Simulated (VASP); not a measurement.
# BeTe (Fm-3m) in VASP: notebook, part 2 of 2

VASP 6.6.1.

## 4. Single point, PBE-based screened hybrid with 25 % exact exchange

File POSCAR:

```
BeTe
1.0
    0.0000000000      2.6803100000      2.6803100000
    2.6803100000      0.0000000000      2.6803100000
    2.6803100000      2.6803100000      0.0000000000
Be Te
1 1
Direct
    0.5000000000      0.5000000000      0.5000000000
    0.0000000000      0.0000000000      0.0000000000
```

File INCAR.step1:

```
SYSTEM = BeTe
PREC = Accurate
ENCUT = 520
EDIFF = 1E-5
ISMEAR = -1
SIGMA = 0.05
LREAL = .False.
LASPH = .True.
NELM = 60
ALGO = Normal
ISIF = 2
LWAVE = .True.
LCHARG = .False.
GGA = PE
NBANDS = 11
```

File INCAR.step2:

```
SYSTEM = BeTe
PREC = Accurate
ENCUT = 520
EDIFF = 1E-6
ISMEAR = -1
SIGMA = 0.05
LREAL = .False.
LASPH = .True.
NELM = 60
ALGO = Normal
ISIF = 2
LWAVE = .False.
LCHARG = .False.
GGA = PE
LHFCALC = .True.
AEXX = 0.25
HFSCREEN = 0.1
PRECFOCK = Normal
ISTART = 1
NBANDS = 11
```

File KPOINTS:

```
Automatic mesh
0
Gamma
  5 5 5
  0 0 0
```

Potentials or basis: VASP PAW PBE potentials, release 64 (Be, Te).

Command:

```bash
$ cat potpaw_PBE.64/Be/POTCAR potpaw_PBE.64/Te/POTCAR > POTCAR
$ cp INCAR.step1 INCAR
$ mpirun -np 1 vasp_std > vasp.out
$ cp INCAR.step2 INCAR
$ mpirun -np 1 vasp_std > vasp.out
```

OUTCAR:

```text
SYSTEM = BeTe
   PREC = Accurate
   ENCUT = 520
   EDIFF = 1E-6
   ISMEAR = -1
   LREAL = .False.
   LASPH = .True.
   NELM = 60
   ISIF = 2
   GGA = PE
   LHFCALC = .True.
   AEXX = 0.25
   HFSCREEN = 0.1
   PRECFOCK = Normal
   ISTART = 1

 ion  position               nearest neighbor table
   1  0.500  0.500  0.500-   2 2.68   2 2.68   2 2.68   2 2.68   2 2.68   2 2.68
   2  0.000  0.000  0.000-   1 2.68   1 2.68   1 2.68   1 2.68   1 2.68   1 2.68

  LATTYP: Found a face centered cubic cell.
 ALAT       =     5.3606200000

  Lattice vectors:

 A1 = (   0.0000000000,   2.6803100000,   2.6803100000)
 A2 = (   2.6803100000,   0.0000000000,   2.6803100000)
 A3 = (   2.6803100000,   2.6803100000,   0.0000000000)

Analysis of symmetry for initial positions (statically):
=====================================================================
 Subroutine PRICEL returns:
 Original cell was already a primitive cell.

 Routine SETGRP: Setting up the symmetry group for a
 face centered cubic supercell.

 Subroutine GETGRP returns: Found 48 space group operations
 (whereof 48 operations were pure point group operations)
 out of a pool of 48 trial point group operations.

The static configuration has the point symmetry O_h .

Analysis of symmetry for dynamics (positions and initial velocities):
=====================================================================
 Subroutine PRICEL returns:
 Original cell was already a primitive cell.

 Routine SETGRP: Setting up the symmetry group for a
 face centered cubic supercell.

 Subroutine GETGRP returns: Found 48 space group operations
 (whereof 48 operations were pure point group operations)
 out of a pool of 48 trial point group operations.

The dynamic configuration has the point symmetry O_h .

 Subroutine INISYM returns: Found 48 space group operations
 (whereof 48 operations are pure point group operations),
 and found     1 'primitive' translations

----------------------------------------------------------------------------------------

                                     Primitive cell

  volume of cell :      38.5110

  direct lattice vectors                    reciprocal lattice vectors
     0.000000000  2.680310000  2.680310000    -0.186545586  0.186545586  0.186545586
     2.680310000  0.000000000  2.680310000     0.186545586 -0.186545586  0.186545586
     2.680310000  2.680310000  0.000000000     0.186545586  0.186545586 -0.186545586

  length of vectors
     3.790530753  3.790530753  3.790530753     0.323106433  0.323106433  0.323106433

  position of ions in fractional coordinates (direct lattice)
     0.500000000  0.500000000  0.500000000
     0.000000000  0.000000000  0.000000000

  ion indices of the primitive-cell ions
   primitive index   ion index
                 1           1
                 2           2

----------------------------------------------------------------------------------------

 KPOINTS: Automatic mesh

Automatic generation of k-mesh.
 Grid dimensions read from file:
 generate k-points for:    5    5    5

 Generating k-lattice:

  Cartesian coordinates                     Fractional coordinates (reciprocal lattice)
[... 31 lines left out ...]
   dimension x,y,z NGXF=    56 NGYF=   56 NGZF=   56
   ions per type =               1   1
   NGX,Y,Z   is equivalent  to a cutoff of  12.28, 12.28, 12.28 a.u.
   NGXF,Y,Z  is equivalent  to a cutoff of  24.56, 24.56, 24.56 a.u.
 SYSTEM =  BeTe
   PREC   = accura    normal or accurate (medium, high low for compatibility)
   ISTART =      1    job   : 0-new  1-cont  2-samecut
   ICHARG =      0    charge: 1-file 2-atom 10-const
   ISPIN  =      1    spin polarized calculation?
   LNONCOLLINEAR =      F non collinear calculations
   LSORBIT =      F    spin-orbit coupling
   LASPH  =      T    aspherical Exc in radial PAW
   ENCUT  =  520.0 eV  38.22 Ry    6.18 a.u.   7.05  7.05  7.05*2*pi/ulx,y,z
   NELM   =     60;   NELMIN=  2; NELMDL=  0     # of ELM steps
   EDIFF  = 0.1E-05   stopping-criterion for ELM
   LREAL  =      F    real-space projection
   EDIFFG = 0.1E-04   stopping-criterion for IOM
   NSW    =      0    number of steps for IOM
   IBRION =     -1    ionic relax: 0-MD 1-quasi-New 2-CG
   NFREE  =      0    steps in history (QN), initial steepest desc. (CG)
   ISIF   =      2    stress and relaxation
   ISYM   =      3    0-nonsym 1-usesym 2-fastsym
   POTIM  = 0.5000    time-step for ionic-motion
   TEBEG  =    0.0;   TEEND  =   0.0 temperature during run
   PSTRESS=    0.0 pullay stress
   NELECT =       8.0000    total number of electrons
   NUPDOWN=      -1.0000    fix difference up-down
   EMIN   =  10.00;   EMAX   =-10.00  energy-range for DOS
   EFERMI =   0.00;   METHOD = LEGACY
   ISMEAR =    -1;   SIGMA  =   0.05  broadening in eV -4-tet -1-fermi 0-gaus
   EFERMI_NEDOS =   21; number of points for ismear=-14 and -15
   IALGO  =     38    algorithm
   IMIX   =      1    mixing-type and parameters
     AMIX     =   0.40;   BMIX     =  1.00
     AMIX_MAG =   1.60;   BMIX_MAG =  1.00
  volume/ion in A,a.u.               =      19.26       129.94
  Fermi-wavevector in a.u.,A,eV,Ry     =   0.969564  1.832210 12.790215  0.940054
  Thomas-Fermi vector in A             =   2.099627
   LORBIT       =      0    0 simple, 1 ext, 2 COOP (PROOUT), +10 PAW based schemes
   GGA     = PE    functional components
   LHFCALC =     T    Hartree Fock is set to
   PRECFOCK=normal    Normal, Fast or Accurate (Low or Medium for compatibility)
   ENCUT4O =  -1.0   cutoff for four orbital integrals eV
   NKREDX  =     1    reduce k-point grid by
   NKREDY  =     1    reduce k-point grid by
   NKREDZ  =     1    reduce k-point grid by
   AEXX    =    0.2500 exact exchange contribution
   HFSCREEN=    0.1000 screening length (either q_TF or 0.3 A-1)
   HFSCREENC=   0.1000 screening length for correlation (either q_TF or 0.3 A-1)
   ENCUTFOCK=  -1.0 apply spherical cutoff to Coloumb kernel
   IVDW    =     0    specifies the selected vdW correction
   LEPSILON=     F    determine dielectric tensor
   LRPA    =     F    only Hartree local field effects (RPA)
 non-spin polarized calculation
  energy-cutoff  :      520.00
  volume of cell :       38.51
 maximum number of plane-waves:      1047
  NGX = 24; NGY = 24; NGZ = 24

 number of electron       8.0000000 magnetization

 Free energy of the ion-electron system (eV)
  ---------------------------------------------------
  ext. energy  EPLUGINS =         0.00000000
  ---------------------------------------------------
  free energy    TOTEN  =        -7.81848345 eV

  energy without entropy =       -7.81182043  energy(sigma->0) =       -7.81515194

 E-fermi :   6.9938     XC(G=0):  -8.0770

 val. band max:        6.9937628380   @ k =  -0.2000   0.2000   0.0000
 cond. band min:       7.6517261701   @ k =  -0.4000   0.4000   0.0000
 fundamental gap:      0.6579633321
 Fermi energy:         6.9937778479

 k-point     1 :       0.0000    0.0000    0.0000
  band No.  band energies     occupation
      1      -7.9841      2.00000
      2       6.4654      1.99995
      3       6.4654      1.99995
      4       6.4654      1.99995
      5      10.7476      0.00000
      6      14.4631      0.00000
      7      14.4631      0.00000
      8      14.4631      0.00000
      9      14.6802      0.00000
     10      14.6802      0.00000
     11      14.6802      0.00000
[... 113 lines left out ...]
 k-point    10 :      -0.4000    0.4000    0.2000
  band No.  band energies     occupation
      1      -5.1630      2.00000
      2       0.7351      2.00000
      3       2.0235      2.00000
      4       3.2509      2.00000
      5       9.9654      0.00000
      6      11.9676      0.00000
      7      14.0718      0.00000
      8      17.3911      0.00000
      9      17.5243      0.00000
     10      17.7810      0.00000
     11      21.8121      0.00000

------------------------ aborting loop because EDIFF is reached ----------------------------------------

  FORCE on cell =-STRESS in cart. coord.  units (eV):
  Direction    XX          YY          ZZ          XY          YZ          ZX
  --------------------------------------------------------------------------------------
  -------------------------------------------------------------------------------------
  Total       -0.2902281     -0.2902281     -0.2902281     -0.0000000     -0.0000000     -0.0000000
  in kB      -12.0743832    -12.0743832    -12.0743832     -0.0000000     -0.0000000     -0.0000000
  external PRESSURE =     -12.0743832 kB  Pullay stress =       0.0000000 kB

 VOLUME and BASIS-vectors are now :
 -----------------------------------------------------------------------------
  energy-cutoff  :      520.00
  volume of cell :       38.51
      direct lattice vectors                 reciprocal lattice vectors
     0.000000000  2.680310000  2.680310000    -0.186545586  0.186545586  0.186545586
     2.680310000  0.000000000  2.680310000     0.186545586 -0.186545586  0.186545586
     2.680310000  2.680310000  0.000000000     0.186545586  0.186545586 -0.186545586

 POSITION                                       TOTAL-FORCE (eV/Angst)
 -----------------------------------------------------------------------------------
      2.68031      2.68031      2.68031        -0.000000     -0.000000     -0.000000
      0.00000      0.00000      0.00000         0.000000      0.000000      0.000000
 -----------------------------------------------------------------------------------
    total drift:                               -0.000001     -0.000001     -0.000000

  FREE ENERGIE OF THE ION-ELECTRON SYSTEM (eV)
  ---------------------------------------------------
  free  energy   TOTEN  =        -7.8184834508 eV

  energy  without entropy=       -7.8118204271  energy(sigma->0) =       -7.81515194
```

Wall time 7.1 min (1 thread of AMD EPYC 7R43 (Zen 3), shared host); peak memory 0.24 GiB.

Results:

```
Free energy            : -7.8185 eV
Pressure               : -1.2 GPa
Band gap on the k mesh : zero (bands 4 and 5 overlap by 0.50 eV)
```

Levels at points of the mesh, in eV from the Fermi level:
| k point | band 1 | band 2 | band 3 | band 4 | band 5 | band 6 | band 7 | band 8 | band 9 |
| --- | --- | --- | --- | --- | --- | --- | --- | --- | --- |
| (0.00, 0.00, 0.00) | -14.98 | -0.53 | -0.53 | -0.53 | 3.75 | 7.47 | 7.47 | 7.47 | 7.69 |

Caveat: the k points lie up to 0.41 Å⁻¹ apart, too coarse for converged energies and pressures of a metal; the PAW data sets were made with another functional, which shifts forces and pressure a little; spin-orbit coupling is left out, which moves the levels of the heavy elements.

## 5. Overview

```tsv
task	level	cell	cutoff (eV)	screening parameter	gap on the mesh (eV)	pressure (GPa)
relaxation of cell and atoms	PBE0	relaxed from a = 3.791 Å, angles 60.0°, 2 atoms	600	-	none	0.0
single point	PBE0	a = 3.779 Å, angles 60.0°, 2 atoms	520	-	none	-0.4
single point	PBE-based screened hybrid with 25 % exact exchange	a = 3.791 Å, angles 60.0°, 2 atoms	520	0.1 1/Å	none	-1.2
```

Alike in all rows: potentials or basis VASP PAW PBE potentials, release 64 (Be, Te); no spin polarisation; k mesh 5 × 5 × 5; smearing fermi-dirac 0.05 eV.

Caveats: all runs use coarse meshes; the PAW data sets were made with another functional, which shifts forces and pressure a little; spin-orbit coupling is left out, which moves the levels of the heavy elements.

Absolute energies hang on the potentials; compare differences alone.

The gap in the log of VASP goes by the Fermi energy; the results here count the filled bands.